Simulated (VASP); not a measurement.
Runs of VASP 6.6.1 on SnSe. The structure is that of space group Fm-3m (No. 225), or close to it. The cells are those of the table. 

```csv
cell,gap on the mesh (eV),pressure (GPa)
"a = 4.228 Å, angles 60.0°, 2 atoms",0.71,-2.6
"a = 4.313 Å, angles 60.0°, 2 atoms",0.46,-5.2
"a = 4.285 Å, angles 60.0°, 2 atoms",0.54,-4.5
"a = 4.170 Å, angles 60.0°, 2 atoms",(a),-0.4
"a = 4.257 Å, angles 60.0°, 2 atoms",0.62,-3.6
"a = 4.199 Å, angles 60.0°, 2 atoms",0.80,-1.6
"a = 4.340 Å, angles 60.0°, 2 atoms",0.39,(b)
```

Alike in all rows: task single point; level LDA; potentials or basis VASP PAW LDA potentials, release 64 (Sn_d, Se); no spin polarisation; k mesh 6 × 6 × 6; cutoff (eV) 520; smearing gaussian 0.01 eV.

**Question.** Estimate the missing entries.

**Answer.** (a) 0.90; (b) -5.9.

Caveats: spin-orbit coupling is left out, which moves the levels of the heavy elements.

A k mesh can miss the band edges, and the runs leave out spin-orbit coupling on Se, Sn.
